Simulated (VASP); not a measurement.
Here is a VASP 6.6.1 calculation.

The input INCAR:

```
SYSTEM = TiAl
PREC = Accurate
ENCUT = 520
EDIFF = 1E-7
ISMEAR = -1
SIGMA = 0.05
LREAL = .False.
LASPH = .True.
NELM = 100
ALGO = Normal
ISIF = 2
LWAVE = .False.
LCHARG = .False.
GGA = CA
NBANDS = 14
```

The input KPOINTS:

```
regular mesh
0
Gamma
  5 5 5
  0 0 0
```

POSCAR

```
TiAl
1.0
    3.1790640000      0.0000000000      0.0000000000
    0.0000000000      3.1790640000      0.0000000000
    0.0000000000      0.0000000000      3.1790640000
Ti Al
1 1
Direct
    0.0000000000      0.0000000000      0.0000000000
    0.5000000000      0.5000000000      0.5000000000
```

Potentials or basis: VASP PAW LDA potentials, release 64 (Ti_sv, Al).

Launch:

```sh
$ cat potpaw_LDA.64/Ti_sv/POTCAR potpaw_LDA.64/Al/POTCAR > POTCAR
$ mpirun -np 1 vasp_std > vasp.out
```

Q: Predict the pressure.

A: -5.6 GPa.

Caveat: the k points lie up to 0.40 Å⁻¹ apart.
